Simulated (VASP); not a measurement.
# BC (Pm-3m) in VASP: notebook

BC is run at these levels: PBE; tasks: single point.

Program: VASP 6.6.1. These are calculated values, not measurements. Logs are shortened: lines on timing, memory, paths and dates and some standing lists are left out, and cuts for length are marked.

## 1. The cell of the first run

The structure is cubic, space group Pm-3m (No. 221). The conventional cell has a = 2.434 Å, b = 2.434 Å, c = 2.434 Å, α = 90.00°, β = 90.00°, γ = 90.00°. B (site symmetry m-3m) has 8 C at 2.11 Å and 6 B at 2.43 Å within 2.8 Å. C (site symmetry m-3m) has 8 B at 2.11 Å and 6 C at 2.43 Å within 2.8 Å.

## 2. Single point, PBE

Input file INCAR:

```
ALGO = Normal ; EDIFF = 1E-6
ENCUT = 600 ; GGA = PE
GGA_COMPAT = False ; ISIF = 2
ISMEAR = 0 ; LASPH = True
LCHARG = True ; LELF = True
LREAL = False ; LVHAR = True
LWAVE = False ; NBANDS = 10
NELM = 120 ; PREC = Accurate
SIGMA = 0.1
```

Input file KPOINTS:

```
k-points
0
Gamma
  8 8 8
```

Input file POSCAR:

```
BC
1.0
    2.4340657736      0.0000000000      0.0000000000
    0.0000000000      2.4340657736      0.0000000000
    0.0000000000      0.0000000000      2.4340657736
B C
1 1
Direct
    0.0000000000      0.0000000000      0.0000000000
    0.5000000000      0.5000000000      0.5000000000
```

Potentials or basis: VASP PAW PBE potentials, release 64 (B, C).

Command:

```console
$ cat potpaw_PBE.64/B/POTCAR potpaw_PBE.64/C/POTCAR > POTCAR
$ mpirun -np 1 vasp_std > vasp.out
```

OUTCAR:

```text
EDIFF = 1E-6
   ENCUT = 600
   GGA = PE
   ISIF = 2
   ISMEAR = 0
   LASPH = True
   LREAL = False
   NELM = 120
   PREC = Accurate

 ion  position               nearest neighbor table
   1  0.000  0.000  0.000-   2 2.11   2 2.11   2 2.11   2 2.11   2 2.11   2 2.11   2 2.11   2 2.11

   2  0.500  0.500  0.500-   1 2.11   1 2.11   1 2.11   1 2.11   1 2.11   1 2.11   1 2.11   1 2.11

  LATTYP: Found a simple cubic cell.
 ALAT       =     2.4340657736

  Lattice vectors:

 A1 = (   2.4340657736,   0.0000000000,   0.0000000000)
 A2 = (   0.0000000000,   2.4340657736,   0.0000000000)
 A3 = (   0.0000000000,   0.0000000000,   2.4340657736)

Analysis of symmetry for initial positions (statically):
=====================================================================
 Subroutine PRICEL returns:
 Original cell was already a primitive cell.

 Routine SETGRP: Setting up the symmetry group for a
 simple cubic supercell.

 Subroutine GETGRP returns: Found 48 space group operations
 (whereof 48 operations were pure point group operations)
 out of a pool of 48 trial point group operations.

The static configuration has the point symmetry O_h .

Analysis of symmetry for dynamics (positions and initial velocities):
=====================================================================
 Subroutine PRICEL returns:
 Original cell was already a primitive cell.

 Routine SETGRP: Setting up the symmetry group for a
 simple cubic supercell.

 Subroutine GETGRP returns: Found 48 space group operations
 (whereof 48 operations were pure point group operations)
 out of a pool of 48 trial point group operations.

The dynamic configuration has the point symmetry O_h .

 Subroutine INISYM returns: Found 48 space group operations
 (whereof 48 operations are pure point group operations),
 and found     1 'primitive' translations

----------------------------------------------------------------------------------------

                                     Primitive cell

  volume of cell :      14.4211

  direct lattice vectors                    reciprocal lattice vectors
     2.434065774  0.000000000  0.000000000     0.410835242  0.000000000  0.000000000
     0.000000000  2.434065774  0.000000000     0.000000000  0.410835242  0.000000000
     0.000000000  0.000000000  2.434065774     0.000000000  0.000000000  0.410835242

  length of vectors
     2.434065774  2.434065774  2.434065774     0.410835242  0.410835242  0.410835242

  position of ions in fractional coordinates (direct lattice)
     0.000000000  0.000000000  0.000000000
     0.500000000  0.500000000  0.500000000

  ion indices of the primitive-cell ions
   primitive index   ion index
                 1           1
                 2           2

----------------------------------------------------------------------------------------

 KPOINTS: k-points

Automatic generation of k-mesh.
 Grid dimensions read from file:
 generate k-points for:    8    8    8

 Generating k-lattice:

  Cartesian coordinates                     Fractional coordinates (reciprocal lattice)
     0.051354405  0.000000000  0.000000000     0.125000000  0.000000000  0.000000000
     0.000000000  0.051354405  0.000000000     0.000000000  0.125000000  0.000000000
     0.000000000  0.000000000  0.051354405     0.000000000  0.000000000  0.125000000

  Length of vectors
     0.051354405  0.051354405  0.051354405

  Shift w.r.t. Gamma in fractional coordinates (k-lattice)
     0.000000000  0.000000000  0.000000000

 Subroutine IBZKPT returns following result:
 ===========================================

 Found     35 irreducible k-points:

 Following reciprocal coordinates:
            Coordinates               Weight
  0.000000  0.000000  0.000000      1.000000
  0.125000  0.000000  0.000000      6.000000
  0.250000  0.000000  0.000000      6.000000
  0.375000  0.000000  0.000000      6.000000
  0.500000  0.000000  0.000000      3.000000
  0.125000  0.125000  0.000000     12.000000
[... 16 lines left out ...]
  0.375000  0.375000  0.125000     24.000000
  0.500000  0.375000  0.125000     24.000000
 [... further k-points ...]
   k-points           NKPTS =     35   k-points in BZ     NKDIM =     35   number of bands    NBANDS=     10
   number of dos      NEDOS =    301   number of ions     NIONS =      2
   total plane-waves  NPLWV =   8000
   dimension x,y,z NGX =    20 NGY =   20 NGZ =   20
   dimension x,y,z NGXF=    40 NGYF=   40 NGZF=   40
   ions per type =               1   1
   NGX,Y,Z   is equivalent  to a cutoff of  13.66, 13.66, 13.66 a.u.
   NGXF,Y,Z  is equivalent  to a cutoff of  27.32, 27.32, 27.32 a.u.
 SYSTEM =  unknown system
   PREC   = accura    normal or accurate (medium, high low for compatibility)
   ISTART =      0    job   : 0-new  1-cont  2-samecut
   ICHARG =      2    charge: 1-file 2-atom 10-const
   ISPIN  =      1    spin polarized calculation?
   LNONCOLLINEAR =      F non collinear calculations
   LSORBIT =      F    spin-orbit coupling
   LASPH  =      T    aspherical Exc in radial PAW
   ENCUT  =  600.0 eV  44.10 Ry    6.64 a.u.   4.86  4.86  4.86*2*pi/ulx,y,z
   NELM   =    120;   NELMIN=  2; NELMDL= -5     # of ELM steps
   EDIFF  = 0.1E-05   stopping-criterion for ELM
   LREAL  =      F    real-space projection
   EDIFFG = 0.1E-04   stopping-criterion for IOM
   NSW    =      0    number of steps for IOM
   IBRION =     -1    ionic relax: 0-MD 1-quasi-New 2-CG
   NFREE  =      0    steps in history (QN), initial steepest desc. (CG)
   ISIF   =      2    stress and relaxation
   ISYM   =      2    0-nonsym 1-usesym 2-fastsym
   POTIM  = 0.5000    time-step for ionic-motion
   TEBEG  =    0.0;   TEEND  =   0.0 temperature during run
   PSTRESS=    0.0 pullay stress
   NELECT =       7.0000    total number of electrons
   NUPDOWN=      -1.0000    fix difference up-down
   EMIN   =  10.00;   EMAX   =-10.00  energy-range for DOS
   EFERMI =   0.00;   METHOD = LEGACY
   ISMEAR =     0;   SIGMA  =   0.10  broadening in eV -4-tet -1-fermi 0-gaus
   EFERMI_NEDOS =   21; number of points for ismear=-14 and -15
   IALGO  =     38    algorithm
   IMIX   =      4    mixing-type and parameters
     AMIX     =   0.40;   BMIX     =  1.00
     AMIX_MAG =   1.60;   BMIX_MAG =  1.00
  volume/ion in A,a.u.               =       7.21        48.66
  Fermi-wavevector in a.u.,A,eV,Ry     =   1.286595  2.431312 22.522088  1.655327
  Thomas-Fermi vector in A             =   2.418660
   LORBIT       =      0    0 simple, 1 ext, 2 COOP (PROOUT), +10 PAW based schemes
   GGA     = PE    functional components
   LHFCALC =     F    Hartree Fock is set to
   AEXX    =    0.0000 exact exchange contribution
   IVDW    =     0    specifies the selected vdW correction
   LEPSILON=     F    determine dielectric tensor
   LRPA    =     F    only Hartree local field effects (RPA)
 non-spin polarized calculation
 Gauss-broadening in eV      SIGMA  =   0.10
  energy-cutoff  :      600.00
  volume of cell :       14.42
 maximum number of plane-waves:       500
 NGX is ok and might be reduce to    20
   NGX =  9   NGY =  9   NGZ =  9

 number of electron       7.0000000 magnetization

 Free energy of the ion-electron system (eV)
  ---------------------------------------------------
  ext. energy  EPLUGINS =         0.00000000
  ---------------------------------------------------
  free energy    TOTEN  =       -10.02232469 eV

  energy without entropy =      -10.01505241  energy(sigma->0) =      -10.01868855

 E-fermi :   7.7482     XC(G=0): -12.4594

 val. band max:        7.7412446386   @ k =   0.3750   0.1250   0.1250
 cond. band min:       7.7756935059   @ k =   0.1250   0.1250   0.0000
 fundamental gap:      0.0344488673
 Fermi energy:         7.7481648826

 k-point     1 :       0.0000    0.0000    0.0000
  band No.  band energies     occupation
      1     -10.0382      2.00000
      2       7.1828      2.00000
      3       7.1828      2.00000
      4       7.1828      2.00000
      5      11.7895      0.00000
      6      18.7309      0.00000
      7      18.7309      0.00000
      8      18.9662      0.00000
      9      18.9662      0.00000
     10      18.9662      0.00000

 k-point     2 :       0.1250    0.0000    0.0000
  band No.  band energies     occupation
      1      -9.7142      2.00000
      2       5.1446      2.00000
      3       7.4824      1.99983
      4       7.4824      1.99983
      5      12.3644      0.00000
      6      18.2865      0.00000
      7      18.4223      0.00000
      8      18.4223      0.00000
      9      19.1259      0.00000
     10      21.2203      0.00000

 k-point     3 :       0.2500    0.0000    0.0000
  band No.  band energies     occupation
      1      -8.7513      2.00000
      2       1.6602      2.00000
      3       8.3489      0.00000
      4       8.3489      0.00000
      5      13.0087      0.00000
      6      16.9377      0.00000
      7      16.9377      0.00000
      8      17.3374      0.00000
      9      20.3107      0.00000
     10      26.2048      0.00000

 k-point     4 :       0.3750    0.0000    0.0000
  band No.  band energies     occupation
      1      -7.2039      2.00000
      2      -1.6131      2.00000
      3       9.6270      0.00000
      4       9.6270      0.00000
      5      13.6325      0.00000
      6      15.0236      0.00000
      7      15.0236      0.00000
      8      16.2615      0.00000
      9      22.2844      0.00000
     10      28.6050      0.00000

 k-point     5 :       0.5000    0.0000    0.0000
  band No.  band energies     occupation
      1      -5.7756      2.00000
      2      -3.6383      2.00000
      3      10.5240      0.00000
      4      10.5240      0.00000
      5      13.8624      0.00000
      6      13.8624      0.00000
      7      14.0415      0.00000
      8      15.6618      0.00000
      9      24.9188      0.00000
     10      25.1833      0.00000

 k-point     6 :       0.1250    0.1250    0.0000
  band No.  band energies     occupation
      1      -9.3903      2.00000
      2       5.3273      2.00000
      3       5.5591      2.00000
      4       7.7757      0.69704
      5      13.0730      0.00000
      6      17.1309      0.00000
      7      18.0081      0.00000
      8      18.4269      0.00000
      9      20.6316      0.00000
     10      22.3201      0.00000
[... 183 lines left out ...]
 k-point    21 :       0.3750    0.2500    0.1250
  band No.  band energies     occupation
      1      -5.5946      2.00000
      2      -0.1111      2.00000
      3       4.5954      2.00000
      4       8.6024      0.00000
      5      10.1804      0.00000
      6      13.6971      0.00000
      7      16.0860      0.00000
      8      16.9909      0.00000
      9      28.0805      0.00000
     10      31.0405      0.00000

 k-point    22 :       0.5000    0.2500    0.1250
  band No.  band energies     occupation
      1      -4.1444      2.00000
      2      -2.1358      2.00000
      3       5.6398      2.00000
      4       8.5997      0.00000
      5       9.5628      0.00000
      6      12.6236      0.00000
      7      16.0769      0.00000
      8      17.2247      0.00000
      9      28.8981      0.00000
     10      30.6696      0.00000

 k-point    23 :       0.3750    0.3750    0.1250
  band No.  band energies     occupation
      1      -4.0431      2.00000
      2       0.8500      2.00000
      3       1.8564      2.00000
      4       7.2057      2.00000
      5       9.7366      0.00000
      6      13.9827      0.00000
      7      15.7479      0.00000
      8      16.5750      0.00000
      9      29.0221      0.00000
     10      30.9676      0.00000

 k-point    24 :       0.5000    0.3750    0.1250
  band No.  band energies     occupation
      1      -2.5457      2.00000
      2      -0.7932      2.00000
      3       2.5161      2.00000
      4       5.6276      2.00000
      5      10.3552      0.00000
      6      13.7203      0.00000
      7      15.7074      0.00000
      8      16.3873      0.00000
      9      29.0220      0.00000
     10      30.9926      0.00000

 [... further k-points ...]

------------------------ aborting loop because EDIFF is reached ----------------------------------------

  FORCE on cell =-STRESS in cart. coord.  units (eV):
  Direction    XX          YY          ZZ          XY          YZ          ZX
  --------------------------------------------------------------------------------------
  -------------------------------------------------------------------------------------
  Total       -1.8635940     -1.8635940     -1.8635940     -0.0000000     -0.0000000      0.0000000
  in kB     -207.0450979   -207.0450979   -207.0450979     -0.0000000     -0.0000000      0.0000000
  external PRESSURE =    -207.0450979 kB  Pullay stress =       0.0000000 kB

 VOLUME and BASIS-vectors are now :
 -----------------------------------------------------------------------------
  energy-cutoff  :      600.00
  volume of cell :       14.42
      direct lattice vectors                 reciprocal lattice vectors
     2.434065774  0.000000000  0.000000000     0.410835242  0.000000000  0.000000000
     0.000000000  2.434065774  0.000000000     0.000000000  0.410835242  0.000000000
     0.000000000  0.000000000  2.434065774     0.000000000  0.000000000  0.410835242

 POSITION                                       TOTAL-FORCE (eV/Angst)
 -----------------------------------------------------------------------------------
      0.00000      0.00000      0.00000         0.000000      0.000000      0.000000
      1.21703      1.21703      1.21703         0.000000      0.000000      0.000000
 -----------------------------------------------------------------------------------
    total drift:                                0.000000      0.000000      0.000000

  FREE ENERGIE OF THE ION-ELECTRON SYSTEM (eV)
  ---------------------------------------------------
  free  energy   TOTEN  =       -10.0223246887 eV

  energy  without entropy=      -10.0150524127  energy(sigma->0) =      -10.01868855
```

It took 4.6 s on 1 thread of Intel Xeon 6975P-C (Granite Rapids), shared host; peak memory 0.12 GiB.

Results:

* Free energy: -10.0223 eV
* Pressure: -20.7 GPa
* Band gap on the k mesh: zero (an odd number of electrons rules out a gap without spin polarisation)

Caveat: the cell stands under tension.

## 3. Single point, PBE

This run uses another cell than the first one, of 6.42 Å³/atom.

Input file INCAR:

```
SYSTEM = BC
PREC = Accurate
ENCUT = 600
EDIFF = 1E-6
ISMEAR = 0
SIGMA = 0.1
LREAL = .False.
LASPH = .True.
NELM = 120
ALGO = Normal
ISIF = 2
LWAVE = .False.
LCHARG = .False.
GGA = PE
NBANDS = 10
GGA_COMPAT = .False.
```

Input file KPOINTS:

```
regular mesh
0
Gamma
  24 24 24
  0 0 0
```

Input file POSCAR:

```
BC
1.0
    2.3415305177      0.0000000000      0.0000000000
    0.0000000000      2.3415305177      0.0000000000
    0.0000000000      0.0000000000      2.3415305177
B C
1 1
Direct
    0.0000000000      0.0000000000      0.0000000000
    0.5000000000      0.5000000000      0.5000000000
```

Potentials or basis: VASP PAW PBE potentials, release 64 (B, C).

Command:

```console
$ cat potpaw_PBE.64/B/POTCAR potpaw_PBE.64/C/POTCAR > POTCAR
$ mpirun -np 1 vasp_std > vasp.out
```

Run time: 21 s. Hardware: 1 thread of Intel Xeon 6975P-C (Granite Rapids), shared host; peak memory 0.18 GiB.

The run converged. Its results:

- Free energy: -10.1341 eV
- Pressure: -0.1 GPa
- Band gap on the k mesh: zero (an odd number of electrons rules out a gap without spin polarisation)

Levels at points of the mesh, in eV from the Fermi level:
```
           k point  band 2  band 3  band 4  band 5  band 6  band 7
(0.00, 0.00, 0.00)   -0.69   -0.69   -0.69    5.71   11.17   11.17
(0.50, 0.00, 0.00)  -12.42    3.06    3.06    6.65    6.65    7.50
(0.50, 0.50, 0.00)   -8.91   -8.91   -3.89    4.55    8.83   10.24
(0.50, 0.50, 0.50)   -3.62   -3.62   -3.62   -1.64   -1.64   -1.64
```
